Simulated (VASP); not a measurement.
# Li (P6_3/mmc) in VASP: notebook, part 2 of 3

VASP 6.6.1. The steps go on from the part before.

## Step 3: Single point, PBEsol (21.13 Å³/atom)

This run uses another cell than the first one, of 21.13 Å³/atom.

Input file INCAR:

```
SYSTEM = Li
PREC = Accurate
ENCUT = 520
EDIFF = 1E-6
ISMEAR = -1
SIGMA = 0.03
LREAL = .False.
LASPH = .True.
NELM = 100
ALGO = Normal
ISIF = 2
LWAVE = .False.
LCHARG = .False.
GGA = PS
NBANDS = 10
```

Input file KPOINTS:

```
Automatic mesh
0
Gamma
  15 15 8
  0 0 0
```

Input file POSCAR:

```
Li
1.0
    3.1005973844      0.0000000000      0.0000000000
   -1.5502986922      2.6851961018      0.0000000000
    0.0000000000      0.0000000000      5.0759664280
Li
2
Direct
    0.3333333333      0.6666666667      0.2500000000
    0.6666666667      0.3333333333      0.7500000000
```

Potentials or basis: VASP PAW PBE potentials, release 64 (Li_sv).

On the command line:

```
cat potpaw_PBE.64/Li_sv/POTCAR > POTCAR
mpirun -np 1 vasp_std > vasp.out
```

OUTCAR:

```text
SYSTEM = Li
   PREC = Accurate
   ENCUT = 520
   EDIFF = 1E-6
   ISMEAR = -1
   LREAL = .False.
   LASPH = .True.
   NELM = 100
   ISIF = 2
   GGA = PS

 ion  position               nearest neighbor table
   1  0.333  0.667  0.250-
   2  0.667  0.333  0.750-

  LATTYP: Found a hexagonal cell.
 ALAT       =     3.1005973844
 C/A-ratio  =     1.6370930497

  Lattice vectors:

 A1 = (   3.1005973844,   0.0000000000,   0.0000000000)
 A2 = (  -1.5502986922,   2.6851961018,   0.0000000000)
 A3 = (   0.0000000000,   0.0000000000,   5.0759664280)

Analysis of symmetry for initial positions (statically):
=====================================================================
 Subroutine PRICEL returns:
 Original cell was already a primitive cell.

 Routine SETGRP: Setting up the symmetry group for a
 hexagonal supercell.

 Subroutine GETGRP returns: Found 24 space group operations
 (whereof 12 operations were pure point group operations)
 out of a pool of 24 trial point group operations.

The static configuration has the point symmetry D_3d.
 The point group associated with its full space group is D_6h.

Analysis of symmetry for dynamics (positions and initial velocities):
=====================================================================
 Subroutine PRICEL returns:
 Original cell was already a primitive cell.

 Routine SETGRP: Setting up the symmetry group for a
 hexagonal supercell.

 Subroutine GETGRP returns: Found 24 space group operations
 (whereof 12 operations were pure point group operations)
 out of a pool of 24 trial point group operations.

The dynamic configuration has the point symmetry D_3d.
 The point group associated with its full space group is D_6h.

 Subroutine INISYM returns: Found 24 space group operations
 (whereof 12 operations are pure point group operations),
 and found     1 'primitive' translations

[... 116 lines left out ...]
  Fermi-wavevector in a.u.,A,eV,Ry     =   0.854041  1.613903  9.923891  0.729385
  Thomas-Fermi vector in A             =   1.970576
   LORBIT       =      0    0 simple, 1 ext, 2 COOP (PROOUT), +10 PAW based schemes
   GGA     = PS    functional components
   LHFCALC =     F    Hartree Fock is set to
   AEXX    =    0.0000 exact exchange contribution
   IVDW    =     0    specifies the selected vdW correction
   LEPSILON=     F    determine dielectric tensor
   LRPA    =     F    only Hartree local field effects (RPA)
 non-spin polarized calculation
  energy-cutoff  :      520.00
  volume of cell :       42.26
 maximum number of plane-waves:      1170
 NGX is ok and might be reduce to    24
   NGX = 11   NGY = 11   NGZ = 19

 number of electron       5.9999990 magnetization

 Free energy of the ion-electron system (eV)
  ---------------------------------------------------
  ext. energy  EPLUGINS =         0.00000000
  ---------------------------------------------------
  free energy    TOTEN  =        -3.93198044 eV

  energy without entropy =       -3.92871123  energy(sigma->0) =       -3.93034583

 E-fermi :   0.5161     XC(G=0):  -6.9170

 val. band max:        0.5100282993   @ k =   0.4667   0.0667   0.0000
 cond. band min:       0.5223729014   @ k =   0.4000   0.0000   0.5000
 fundamental gap:      0.0123446022
 Fermi energy:         0.5160782827

 k-point     1 :       0.0000    0.0000    0.0000
  band No.  band energies     occupation
      1     -45.4707      2.00000
      2     -45.4549      2.00000
      3      -2.9873      2.00000
      4       0.5006      1.25197
      5       3.2940      0.00000
      6      12.6593      0.00000
      7      12.6593      0.00000
      8      14.0173      0.00000
      9      14.0173      0.00000
     10      14.5512      0.00000
[... 287 lines left out ...]
 k-point    24 :       0.4000    0.2000    0.0000
  band No.  band energies     occupation
      1     -45.4528      2.00000
      2     -45.4497      2.00000
      3       1.0221      0.00000
      4       1.9670      0.00000
      5       4.7188      0.00000
      6       5.6825      0.00000
      7       6.5899      0.00000
      8       6.7140      0.00000
      9      10.2557      0.00000
     10      10.6511      0.00000

 [... further k-points ...]

------------------------ aborting loop because EDIFF is reached ----------------------------------------

  FORCE on cell =-STRESS in cart. coord.  units (eV):
  Direction    XX          YY          ZZ          XY          YZ          ZX
  --------------------------------------------------------------------------------------
  -------------------------------------------------------------------------------------
  Total       -0.1726951     -0.1726951     -0.1670754      0.0000000      0.0000000      0.0000000
  in kB       -6.5471218     -6.5471218     -6.3340724      0.0000000      0.0000000      0.0000000
  external PRESSURE =      -6.4761053 kB  Pullay stress =       0.0000000 kB

 VOLUME and BASIS-vectors are now :
 -----------------------------------------------------------------------------
  energy-cutoff  :      520.00
  volume of cell :       42.26
      direct lattice vectors                 reciprocal lattice vectors
     3.100597384  0.000000000  0.000000000     0.322518494  0.186206140  0.000000000
    -1.550298692  2.685196102  0.000000000     0.000000000  0.372412279  0.000000000
     0.000000000  0.000000000  5.075966428     0.000000000  0.000000000  0.197006819

 POSITION                                       TOTAL-FORCE (eV/Angst)
 -----------------------------------------------------------------------------------
     -0.00000      1.79013      1.26899        -0.000000      0.000000      0.000000
      1.55030      0.89507      3.80697         0.000000     -0.000000      0.000000
 -----------------------------------------------------------------------------------
    total drift:                                0.000000     -0.000000      0.000000

  FREE ENERGIE OF THE ION-ELECTRON SYSTEM (eV)
  ---------------------------------------------------
  free  energy   TOTEN  =        -3.9319804402 eV

  energy  without entropy=       -3.9287112266  energy(sigma->0) =       -3.93034583
```

stdout:

```text
POSCAR found type information on POSCAR Li
 POSCAR found :  1 types and       2 ions
 scaLAPACK will be used
 -----------------------------------------------------------------------------
|                                                                             |
|                                                                             |
|     You enforced a specific xc type in the INCAR file but a different       |
|     I HOPE YOU KNOW WHAT YOU ARE DOING!                                     |
|                                                                             |
 -----------------------------------------------------------------------------

 LDA part: xc-table for (Slater+PW92), standard interpolation
 POSCAR, INCAR and KPOINTS ok, starting setup
 FFT: planning ... GRIDC
 FFT: planning ... GRID_SOFT
 FFT: planning ... GRID
 WAVECAR not read
 entering main loop
```

Wall time 16 s (1 thread of Intel Xeon Platinum 8488C (Sapphire Rapids), shared host); peak memory 0.17 GiB.

What came out:

| Item | Value |
| --- | --- |
| Free energy | -3.9320 eV |
| Band gap on the k mesh | zero (bands 3 and 4 overlap by 4.53 eV) |

Levels at points of the mesh, in eV from the Fermi level:
```csv
k point,band 1,band 2,band 3,band 4,band 5,band 6
"(0.00, 0.00, 0.00)",-45.99,-45.97,-3.50,-0.02,2.78,12.14
"(0.00, 0.00, 0.50)",-45.98,-45.98,-2.41,-2.41,7.71,7.71
```

Caveat: the cutoff is under 1.25 times the usual one of these potentials, so pressure, stress and relaxed cells hold a basis-set (Pulay) error; the PAW data sets were made with another functional, which shifts forces and pressure a little.

[end of part 2 of 3]

The gap in the log of VASP goes by the Fermi energy; the results here count the filled bands.